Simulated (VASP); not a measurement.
# TiAl (Pm-3m) in VASP: further runs, part 3 of 3

VASP 6.6.1.

### 4 Single point, PBE0

This run uses another cell than the first one, of 15.10 Å³/atom.

Contents of POSCAR:

```
TiAl
1.0
    3.1141669331      0.0000000000      0.0000000000
    0.0000000000      3.1141669331      0.0000000000
    0.0000000000      0.0000000000      3.1141669331
Ti Al
1 1
Direct
    0.0000000000      0.0000000000      0.0000000000
    0.5000000000      0.5000000000      0.5000000000
```

Contents of INCAR.step1:

```
PREC = Accurate ; ENCUT = 520
EDIFF = 1E-5 ; ISMEAR = -1
SIGMA = 0.05 ; LREAL = False
LASPH = True ; NELM = 100
ALGO = Normal ; ISIF = 2
LWAVE = True ; LCHARG = False
GGA = PE ; NBANDS = 14
```

Contents of INCAR.step2:

```
PREC = Accurate ; ENCUT = 520
EDIFF = 1E-6 ; ISMEAR = -1
SIGMA = 0.05 ; LREAL = False
LASPH = True ; NELM = 100
ALGO = Normal ; ISIF = 2
LWAVE = False ; LCHARG = False
GGA = PE ; LHFCALC = True
AEXX = 0.25 ; PRECFOCK = Normal
ISTART = 1 ; NBANDS = 14
```

Contents of KPOINTS:

```
Automatic mesh
0
Gamma
  4 4 4
```

Potentials or basis: VASP PAW PBE potentials, release 64 (Ti_sv, Al).

The run is started by

```console
cat potpaw_PBE.64/Ti_sv/POTCAR potpaw_PBE.64/Al/POTCAR > POTCAR
cp INCAR.step1 INCAR
mpirun -np 1 vasp_std > vasp.out
cp INCAR.step2 INCAR
mpirun -np 1 vasp_std > vasp.out
```

OUTCAR:

```text
PREC = Accurate
   ENCUT = 520
   EDIFF = 1E-6
   ISMEAR = -1
   LREAL = False
   LASPH = True
   NELM = 100
   ISIF = 2
   GGA = PE
   LHFCALC = True
   AEXX = 0.25
   PRECFOCK = Normal
   ISTART = 1

 ion  position               nearest neighbor table
   1  0.000  0.000  0.000-   2 2.70   2 2.70   2 2.70   2 2.70   2 2.70   2 2.70   2 2.70   2 2.70

   2  0.500  0.500  0.500-   1 2.70   1 2.70   1 2.70   1 2.70   1 2.70   1 2.70   1 2.70   1 2.70

  LATTYP: Found a simple cubic cell.
 ALAT       =     3.1141669331

  Lattice vectors:

 A1 = (   3.1141669331,   0.0000000000,   0.0000000000)
 A2 = (   0.0000000000,   3.1141669331,   0.0000000000)
 A3 = (   0.0000000000,   0.0000000000,   3.1141669331)

Analysis of symmetry for initial positions (statically):
=====================================================================
 Subroutine PRICEL returns:
 Original cell was already a primitive cell.

 Routine SETGRP: Setting up the symmetry group for a
 simple cubic supercell.

 Subroutine GETGRP returns: Found 48 space group operations
 (whereof 48 operations were pure point group operations)
 out of a pool of 48 trial point group operations.

The static configuration has the point symmetry O_h .

Analysis of symmetry for dynamics (positions and initial velocities):
=====================================================================
 Subroutine PRICEL returns:
 Original cell was already a primitive cell.

 Routine SETGRP: Setting up the symmetry group for a
 simple cubic supercell.

 Subroutine GETGRP returns: Found 48 space group operations
 (whereof 48 operations were pure point group operations)
 out of a pool of 48 trial point group operations.

The dynamic configuration has the point symmetry O_h .

[... 114 lines left out ...]
   NKREDZ  =     1    reduce k-point grid by
   AEXX    =    0.2500 exact exchange contribution
   HFSCREEN=    0.0000 screening length (either q_TF or 0.3 A-1)
   HFSCREENC=   0.0000 screening length for correlation (either q_TF or 0.3 A-1)
   ENCUTFOCK=  -1.0 apply spherical cutoff to Coloumb kernel
   IVDW    =     0    specifies the selected vdW correction
   LEPSILON=     F    determine dielectric tensor
   LRPA    =     F    only Hartree local field effects (RPA)
 non-spin polarized calculation
  energy-cutoff  :      520.00
  volume of cell :       30.20
 maximum number of plane-waves:       840
 NGX is ok and might be reduce to    24
  NGX = 18; NGY = 18; NGZ = 18

 number of electron      14.9999999 magnetization

 Free energy of the ion-electron system (eV)
  ---------------------------------------------------
  ext. energy  EPLUGINS =         0.00000000
  ---------------------------------------------------
  free energy    TOTEN  =       -15.51908441 eV

  energy without entropy =      -15.50844351  energy(sigma->0) =      -15.51376396

 E-fermi :   9.6118     XC(G=0):  -8.9376

 val. band max:        9.1273429768   @ k =   0.2500   0.2500   0.2500
 cond. band min:       9.6669127723   @ k =   0.5000   0.2500   0.2500
 fundamental gap:      0.5395697956
 Fermi energy:         9.6118202814

 k-point     1 :       0.0000    0.0000    0.0000
  band No.  band energies     occupation
      1     -52.8609      2.00000
      2     -27.3759      2.00000
      3     -27.3759      2.00000
      4     -27.3759      2.00000
      5      -2.0135      2.00000
      6       6.8830      2.00000
      7       6.8830      2.00000
      8      12.5354      0.00000
      9      12.5354      0.00000
     10      12.5354      0.00000
     11      15.0857      0.00000
     12      15.0857      0.00000
     13      15.0857      0.00000
     14      19.9431      0.00000
[... 139 lines left out ...]
      1     -52.7966      2.00000
      2     -27.5543      2.00000
      3     -27.5543      2.00000
      4     -27.5543      2.00000
      5       5.2413      2.00000
      6       5.2413      2.00000
      7       5.2413      2.00000
      8      11.2125      0.00000
      9      13.1247      0.00000
     10      13.1247      0.00000
     11      13.1247      0.00000
     12      13.2714      0.00000
     13      13.2714      0.00000
     14      17.8849      0.00000

------------------------ aborting loop because EDIFF is reached ----------------------------------------

  FORCE on cell =-STRESS in cart. coord.  units (eV):
  Direction    XX          YY          ZZ          XY          YZ          ZX
  --------------------------------------------------------------------------------------
  -------------------------------------------------------------------------------------
  Total        1.3566328      1.3566328      1.3566328      0.0000000      0.0000000     -0.0000000
  in kB       71.9692930     71.9692930     71.9692930      0.0000000      0.0000000     -0.0000000
  external PRESSURE =      71.9692930 kB  Pullay stress =       0.0000000 kB

 VOLUME and BASIS-vectors are now :
 -----------------------------------------------------------------------------
  energy-cutoff  :      520.00
  volume of cell :       30.20
      direct lattice vectors                 reciprocal lattice vectors
     3.114166933  0.000000000  0.000000000     0.321113165  0.000000000  0.000000000
     0.000000000  3.114166933  0.000000000     0.000000000  0.321113165  0.000000000
     0.000000000  0.000000000  3.114166933     0.000000000  0.000000000  0.321113165

 POSITION                                       TOTAL-FORCE (eV/Angst)
 -----------------------------------------------------------------------------------
      0.00000      0.00000      0.00000         0.000000      0.000000      0.000000
      1.55708      1.55708      1.55708         0.000000      0.000000      0.000000
 -----------------------------------------------------------------------------------
    total drift:                                0.000000      0.000000      0.000000

  FREE ENERGIE OF THE ION-ELECTRON SYSTEM (eV)
  ---------------------------------------------------
  free  energy   TOTEN  =       -15.5190844079 eV

  energy  without entropy=      -15.5084435082  energy(sigma->0) =      -15.51376396
```

OSZICAR.step1:

```text
N       E                     dE             d eps       ncg     rms          rms(c)
DAV:   1     0.928100733404E+02    0.92810E+02   -0.66292E+03   280   0.109E+03
DAV:   2    -0.813971712636E+01   -0.10095E+03   -0.97656E+02   280   0.301E+02
DAV:   3    -0.136051860573E+02   -0.54655E+01   -0.53264E+01   434   0.624E+01
DAV:   4    -0.137710759645E+02   -0.16589E+00   -0.16563E+00   298   0.104E+01
DAV:   5    -0.137781282164E+02   -0.70523E-02   -0.70517E-02   412   0.209E+00    0.105E+01
DAV:   6    -0.120896364437E+02    0.16885E+01   -0.45986E+00   298   0.310E+01    0.283E+00
DAV:   7    -0.120578393943E+02    0.31797E-01   -0.31276E-01   316   0.772E+00    0.186E+00
DAV:   8    -0.120602257465E+02   -0.23864E-02   -0.67275E-02   332   0.269E+00    0.641E-01
DAV:   9    -0.120561365778E+02    0.40892E-02   -0.13688E-02   322   0.168E+00    0.185E-01
DAV:  10    -0.120562319672E+02   -0.95389E-04   -0.49912E-04   316   0.265E-01    0.873E-02
DAV:  11    -0.120562237631E+02    0.82042E-05   -0.37902E-04   338   0.246E-01    0.149E-02
DAV:  12    -0.120562224617E+02    0.13013E-05   -0.23734E-05   302   0.541E-02
   1 F= -.12056222E+02 E0= -.12047189E+02  d E =-.180664E-01
```

Run time: 7.4 min. Hardware: 1 thread of Intel Xeon 8259CL, shared host; peak memory 0.15 GiB.

What came out:

| Property | Result |
| --- | --- |
| Free energy | -15.5191 eV |
| Pressure | 7.2 GPa |
| Band gap on the k mesh | zero (an odd number of electrons rules out a gap without spin polarisation) |

Levels at points of the mesh, in eV from the Fermi level:
| k point | band 4 | band 5 | band 6 | band 7 | band 8 | band 9 | band 10 | band 11 |
| --- | --- | --- | --- | --- | --- | --- | --- | --- |
| (0.00, 0.00, 0.00) | -36.99 | -11.63 | -2.73 | -2.73 | 2.92 | 2.92 | 2.92 | 5.47 |
| (0.50, 0.00, 0.00) | -36.97 | -7.71 | -7.00 | -1.58 | 0.76 | 0.76 | 3.18 | 3.97 |
| (0.50, 0.50, 0.00) | -36.95 | -6.51 | -3.24 | -3.24 | -2.61 | 1.50 | 1.50 | 3.62 |
| (0.50, 0.50, 0.50) | -37.17 | -4.37 | -4.37 | -4.37 | 1.60 | 3.51 | 3.51 | 3.51 |

Caveat: the k points lie up to 0.50 Å⁻¹ apart, too coarse for converged energies and pressures of a metal; the PAW data sets were made with another functional, which shifts forces and pressure a little.

### 5 Summary

| level | potentials or basis | cell | k mesh | cutoff (eV) | smearing | grid for exact exchange (PRECFOCK) | share of exact exchange | gap on the mesh (eV) | pressure (GPa) |
| --- | --- | --- | --- | --- | --- | --- | --- | --- | --- |
| LDA | VASP PAW LDA potentials, release 64 (Ti_sv, Al) | a = 3.425 Å, 2 atoms | 8 × 8 × 8 | 500 | tetrahedron | - | - | none | -19.7 |
| PBE0 | VASP PAW PBE potentials, release 64 (Ti_sv, Al) | a = 3.179 Å, 2 atoms | 6 × 6 × 6 | 520 | fermi-dirac 0.05 eV | Normal | 0.25 | none | -2.7 |
| PBE0 | VASP PAW PBE potentials, release 64 (Ti_sv, Al) | a = 3.114 Å, 2 atoms | 4 × 4 × 4 | 520 | fermi-dirac 0.05 eV | Normal | 0.25 | none | 7.2 |

Alike in all rows: task single point; no spin polarisation.

Caveats: some runs use coarse meshes; the PAW data sets were made with another functional, which shifts forces and pressure a little (at least some runs); the cell stands under tension (at least some runs).

Absolute energies hang on the potentials; compare differences alone.
